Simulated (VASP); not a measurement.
Set up this calculation in VASP 6.6.1, as the native input.

| Item | Value |
| --- | --- |
| Task | electric field gradients |
| Functional | LDA |
| Potentials or basis | VASP PAW LDA potentials, release 64 (Ag, I) |
| Cutoff | 400 eV |
| k mesh | 8 × 8 × 4 |
| Occupations | fermi-dirac, width 0.02 eV |
| Spin | no spin polarisation |
| Dipole correction | no |
| Further INCAR settings | ALGO = Normal; EDIFF = 1e-08; NBANDS = 26 |

The structure of AgI lies in POSCAR:

```
AgI
1.0
    4.5800015808      0.0000000000      0.0000000000
   -2.2900007904      3.9663977183      0.0000000000
    0.0000000000      0.0000000000      7.5100000000
Ag I
2 2
Direct
    0.3333333333      0.6666666667      0.0000000000
    0.6666666667      0.3333333333      0.5000000000
    0.3333333333      0.6666666667      0.3750000000
    0.6666666667      0.3333333333      0.8750000000
```

These files were run (other wordings do the same):

INCAR

```
SYSTEM = AgI
PREC     = Accurate       ! precision mode
ENCUT    = 400            ! plane-wave cutoff, eV
EDIFF    = 1E-8           ! SCF threshold, eV
ISMEAR   = -1             ! smearing method
SIGMA    = 0.02           ! smearing width, eV
LREAL    = .FALSE.        ! projectors in reciprocal space
LASPH    = .TRUE.         ! aspherical terms in the spheres
NELM     = 120            ! most SCF steps
ALGO     = Normal         ! electronic algorithm
ISIF     = 2              ! what is computed and relaxed
LWAVE    = .FALSE.        ! write WAVECAR
LCHARG   = .FALSE.        ! write CHGCAR
GGA      = CA             ! functional
LEFG     = .TRUE.       
NBANDS   = 26             ! bands
GGA_COMPAT= .FALSE.
```

KPOINTS

```
regular mesh
0
G
  8 8 4
  0 0 0
```

Potentials or basis: VASP PAW LDA potentials, release 64 (Ag, I).

The run is started by

```bash
$ cat potpaw_LDA.64/Ag/POTCAR potpaw_LDA.64/I/POTCAR > POTCAR
$ mpirun -np 1 vasp_std > vasp.out
```

Results of the run:

```
Pressure                                : -2.3 GPa
Largest force                           : 0.009 eV/Å
Band gap on the k mesh                  : 1.11 eV
Largest electric field gradient by atom : Ag +2.0; I +4.0 V/Å²
```

Caveat: without QUAD_EFG the Cq values of the log hold for a quadrupole moment of 1 mb, not for the nuclei; spin-orbit coupling is left out, which moves the levels of the heavy elements.

Wall time 100 s on 1 thread of Intel Xeon 8259CL (shared host), peak memory 0.21 GiB.
